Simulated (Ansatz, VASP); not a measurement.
**WS: VASP beside Ansatz**

```
W S
1.0
     3.00789    0.00000    0.00000
     0.00000    3.00789    0.00000
     0.00000    0.00000    3.00789
W S
1 1
Direct
  0.50000 0.50000 0.50000
  0.00000 0.00000 0.00000
```

Change from the starting cell: species swapped into the MnAu type (Pm-3m, No. 221).

Alike in both runs: functional PBE; k mesh 18 × 18 × 18; occupations gaussian, width 0.1 eV; no spin polarisation.

Ansatz relaxed the structure, and its values are those at the end. VASP's run is a single point on that final structure, the one shown.

|  | VASP | Ansatz |
| --- | --- | --- |
| version | VASP 6.6.1 | Ansatz 0.2.0 |
| potentials or method | VASP PAW PBE potentials, release 64 (W_sv, S), cutoff 520 eV | scalar-relativistic, plane waves, PAW |
| valence electrons in the cell | 20 | 20 |

|  | VASP | Ansatz | Ansatz less VASP |
| --- | --- | --- | --- |
| gap on the k mesh at the Fermi level (eV) | none | none | - |
| pressure (GPa) | 0.4 | 0.0 | -0.41 |

A gap of «none» marks a metal or a gap that the smearing closes.

Spin-orbit coupling is off throughout.
